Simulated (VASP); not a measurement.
# HfC (Pm-3m) in VASP: further runs, part 2 of 2

VASP 6.6.1. The steps go on from the part before.

### Step 5. Relaxation of cell and atoms, PBEsol

INCAR

```
SYSTEM = HfC
  ALGO = Normal
  EDIFF = 1E-6
  EDIFFG = -0.01
  ENCUT = 600
  GGA = PS
  IBRION = 2
  ISIF = 3
  ISMEAR = -1
  LASPH = .TRUE.
  LCHARG = .FALSE.
  LREAL = .FALSE.
  LWAVE = .FALSE.
  NELM = 80
  NSW = 80
  PREC = Accurate
  SIGMA = 0.05
```

KPOINTS

```
k-points
0
G
  6 6 6
  0 0 0
```

POSCAR

```
HfC
1.0
    2.8679579959      0.0000000000      0.0000000000
    0.0000000000      2.8679579959      0.0000000000
    0.0000000000      0.0000000000      2.8679579959
Hf C
1 1
Direct
    0.0000000000      0.0000000000      0.0000000000
    0.5000000000      0.5000000000      0.5000000000
```

Potentials or basis: VASP PAW PBE potentials, release 64 (Hf_pv, C).

On the command line:

```sh
$ cat potpaw_PBE.64/Hf_pv/POTCAR potpaw_PBE.64/C/POTCAR > POTCAR
$ mpirun -np 1 vasp_std > vasp.out
```

OUTCAR:

```text
SYSTEM = HfC
   EDIFF = 1E-6
   EDIFFG = -0.01
   ENCUT = 600
   GGA = PS
   IBRION = 2
   ISIF = 3
   ISMEAR = -1
   LASPH = .TRUE.
   LREAL = .FALSE.
   NELM = 80
   NSW = 80
   PREC = Accurate

 ion  position               nearest neighbor table
   1  0.000  0.000  0.000-   2 2.48   2 2.48   2 2.48   2 2.48   2 2.48   2 2.48   2 2.48   2 2.48

   2  0.500  0.500  0.500-   1 2.48   1 2.48   1 2.48   1 2.48   1 2.48   1 2.48   1 2.48   1 2.48

  LATTYP: Found a simple cubic cell.
 ALAT       =     2.8679579959

  Lattice vectors:

 A1 = (   2.8679579959,   0.0000000000,   0.0000000000)
 A2 = (   0.0000000000,   2.8679579959,   0.0000000000)
 A3 = (   0.0000000000,   0.0000000000,   2.8679579959)

Analysis of symmetry for initial positions (statically):
=====================================================================
 Subroutine PRICEL returns:
 Original cell was already a primitive cell.

 Routine SETGRP: Setting up the symmetry group for a
 simple cubic supercell.

 Subroutine GETGRP returns: Found 48 space group operations
 (whereof 48 operations were pure point group operations)
 out of a pool of 48 trial point group operations.

The static configuration has the point symmetry O_h .

Analysis of symmetry for dynamics (positions and initial velocities):
=====================================================================
 Subroutine PRICEL returns:
 Original cell was already a primitive cell.

 Routine SETGRP: Setting up the symmetry group for a
 simple cubic supercell.

 Subroutine GETGRP returns: Found 48 space group operations
 (whereof 48 operations were pure point group operations)
 out of a pool of 48 trial point group operations.

The dynamic configuration has the point symmetry O_h .

 Subroutine INISYM returns: Found 48 space group operations
 (whereof 48 operations are pure point group operations),
 and found     1 'primitive' translations

----------------------------------------------------------------------------------------
[... 101 lines left out ...]
   EMIN   =  10.00;   EMAX   =-10.00  energy-range for DOS
   EFERMI =   0.00;   METHOD = LEGACY
   ISMEAR =    -1;   SIGMA  =   0.05  broadening in eV -4-tet -1-fermi 0-gaus
   EFERMI_NEDOS =   21; number of points for ismear=-14 and -15
   IALGO  =     38    algorithm
   IMIX   =      4    mixing-type and parameters
     AMIX     =   0.40;   BMIX     =  1.00
     AMIX_MAG =   1.60;   BMIX_MAG =  1.00
  volume/ion in A,a.u.               =      11.79        79.59
  Fermi-wavevector in a.u.,A,eV,Ry     =   1.375766  2.599822 25.752201  1.892733
  Thomas-Fermi vector in A             =   2.501072
   LORBIT       =      0    0 simple, 1 ext, 2 COOP (PROOUT), +10 PAW based schemes
   GGA     = PS    functional components
   LHFCALC =     F    Hartree Fock is set to
   AEXX    =    0.0000 exact exchange contribution
   IVDW    =     0    specifies the selected vdW correction
   LEPSILON=     F    determine dielectric tensor
   LRPA    =     F    only Hartree local field effects (RPA)
 conjugate gradient relaxation of ions
 non-spin polarized calculation
  energy-cutoff  :      600.00
  volume of cell :       23.59
 maximum number of plane-waves:       840
 NGX is ok and might be reduce to    24
   NGX = 11   NGY = 11   NGZ = 11

--------------------------------------- Ionic step        1  -------------------------------------------

 number of electron      13.9999997 magnetization

 Free energy of the ion-electron system (eV)
  ---------------------------------------------------
  ext. energy  EPLUGINS =         0.00000000
  ---------------------------------------------------
  free energy    TOTEN  =       -19.51757891 eV

  energy without entropy =      -19.49449853  energy(sigma->0) =      -19.50603872

------------------------ aborting loop because EDIFF is reached ----------------------------------------

  FORCE on cell =-STRESS in cart. coord.  units (eV):
  Direction    XX          YY          ZZ          XY          YZ          ZX
  --------------------------------------------------------------------------------------
  -------------------------------------------------------------------------------------
  Total       -0.1852030     -0.1852030     -0.1852030      0.0000000      0.0000000      0.0000000
  in kB      -12.5788298    -12.5788298    -12.5788298      0.0000000      0.0000000      0.0000000
  external PRESSURE =     -12.5788298 kB  Pullay stress =       0.0000000 kB
[... 59 lines left out ...]
--------------------------------------- Ionic step        3  -------------------------------------------

 number of electron      13.9999997 magnetization

 Free energy of the ion-electron system (eV)
  ---------------------------------------------------
  ext. energy  EPLUGINS =         0.00000000
  ---------------------------------------------------
  free energy    TOTEN  =       -19.51811703 eV

  energy without entropy =      -19.49525872  energy(sigma->0) =      -19.50668788

 E-fermi :   6.7911     XC(G=0): -12.8663

 val. band max:        6.7631597090   @ k =   0.5000   0.3333   0.1667
 cond. band min:       6.8082915972   @ k =   0.5000   0.3333   0.0000
 fundamental gap:      0.0451318882
 Fermi energy:         6.7911032235

 k-point     1 :       0.0000    0.0000    0.0000
  band No.  band energies     occupation
      1     -22.9326      2.00000
      2     -22.9326      2.00000
      3     -22.9326      2.00000
      4      -6.2195      2.00000
      5       4.7371      2.00000
      6       4.7371      2.00000
      7       7.8947      0.00000
      8       7.8947      0.00000
      9       7.8947      0.00000
     10      13.1957      0.00000
     11      13.1957      0.00000
[... 293 lines left out ...]
  FREE ENERGIE OF THE ION-ELECTRON SYSTEM (eV)
  ---------------------------------------------------
  free  energy   TOTEN  =       -19.5181170322 eV

  energy  without entropy=      -19.4952587225  energy(sigma->0) =      -19.50668788

 reached required accuracy - stopping structural energy minimisation
```

OSZICAR:

```text
N       E                     dE             d eps       ncg     rms          rms(c)
DAV:   1     0.254240684523E+02    0.25424E+02   -0.84300E+03   440   0.137E+03
DAV:   2    -0.208729813625E+02   -0.46297E+02   -0.44914E+02   634   0.226E+02
DAV:   3    -0.224084607780E+02   -0.15355E+01   -0.15250E+01   527   0.300E+01
[... 24 lines left out ...]
DAV:   3    -0.195183621558E+02    0.50198E-03   -0.14907E-03   549   0.262E-01    0.239E-01
DAV:   4    -0.195181198562E+02    0.24230E-03   -0.52780E-04   515   0.202E-01    0.153E-01
DAV:   5    -0.195181183702E+02    0.14860E-05   -0.30636E-05   537   0.478E-02    0.611E-02
DAV:   6    -0.195181170859E+02    0.12842E-05   -0.39860E-06   459   0.112E-02    0.407E-03
DAV:   7    -0.195181170322E+02    0.53700E-07   -0.83812E-08   232   0.262E-03
   3 F= -.19518117E+02 E0= -.19506688E+02  d E =-.538118E-03
```

CONTCAR:

```text
HfC
   1.00000000000000
     2.8624319128570028   -0.0000000000000000    0.0000000000000000
     0.0000000000000000    2.8624319128570028    0.0000000000000000
    -0.0000000000000000    0.0000000000000000    2.8624319128570028
  Hf              C
     1     1
Direct
     0.0000000000000000    0.0000000000000000    0.0000000000000000
     0.5000000000000000    0.5000000000000000    0.5000000000000000

  0.00000000E+00  0.00000000E+00  0.00000000E+00
  0.00000000E+00  0.00000000E+00  0.00000000E+00
```

Wall time 18 s (1 thread of Intel Xeon 8259CL, shared host); peak memory 0.15 GiB.

What came out:

* Free energy: -19.5181 eV
* Relaxed volume: 11.73 Å³/atom
* Relaxed cell: a = 2.862 Å, b = 2.862 Å, c = 2.862 Å, α = 90.00°, β = 90.00°, γ = 90.00°
* Space group after relaxing (to 0.05 Å): Pm-3m (No. 221)
* Energy gained by relaxing: 0.3 meV/atom
* Ionic steps: 3
* Pressure after relaxing: 0.0 GPa
* Band gap on the k mesh: zero (band 7 reaches 7.89 eV, above the bottom of band 8 at 5.99 eV)

Step by step:
```tsv
step	energy change (eV)	largest force (eV/Å)	pressure (GPa)	volume (Å³)
1	0.0000	0.0000	-1.26	23.59
2	0.0004	0.0000	1.68	23.27
3	-0.0005	0.0000	0.01	23.45
```

Final structure:
```
Hf C
1.0
     2.86243    0.00000    0.00000
     0.00000    2.86243    0.00000
     0.00000    0.00000    2.86243
Hf C
1 1
Direct
  0.00000 0.00000 0.00000
  0.50000 0.50000 0.50000
```

Levels at points of the mesh, in eV from the Fermi level:
```csv
k point,band 4,band 5,band 6,band 7,band 8,band 9,band 10,band 11
"(0.00, 0.00, 0.00)",-13.01,-2.05,-2.05,1.10,1.10,1.10,6.40,6.40
"(0.50, 0.00, 0.00)",-9.48,-6.96,-1.14,-1.14,-0.80,7.02,7.14,8.71
"(0.50, 0.50, 0.00)",-10.27,-2.67,-2.67,-1.21,1.97,3.20,3.20,5.07
"(0.50, 0.50, 0.50)",-7.25,-5.78,-5.78,-5.78,9.16,9.16,9.16,9.55
```

Caveat: the k points lie up to 0.37 Å⁻¹ apart in the final cell; the PAW data sets were made with another functional, which shifts forces and pressure a little; spin-orbit coupling is left out, which moves the levels of the heavy elements.

### Step 6. Overview

```csv
task,cell,cutoff (eV),gap on the mesh (eV),pressure (GPa),relaxed volume (Å³/atom)
single point,"a = 2.868 Å, 2 atoms",520,none,-1.2,-
relaxation of cell and atoms,"relaxed from a = 2.860 Å, 2 atoms",600,none,0.0,11.73
relaxation of cell and atoms,"relaxed from a = 2.868 Å, 2 atoms",600,none,0.0,11.73
```

Alike in all rows: level PBEsol; potentials or basis VASP PAW PBE potentials, release 64 (Hf_pv, C); no spin polarisation; k mesh 6 × 6 × 6; smearing fermi-dirac 0.05 eV.

Caveats: all runs use coarse meshes; the PAW data sets were made with another functional, which shifts forces and pressure a little; spin-orbit coupling is left out, which moves the levels of the heavy elements.

Total energies depend on the potentials used, so only differences within one code and one set of settings carry meaning.
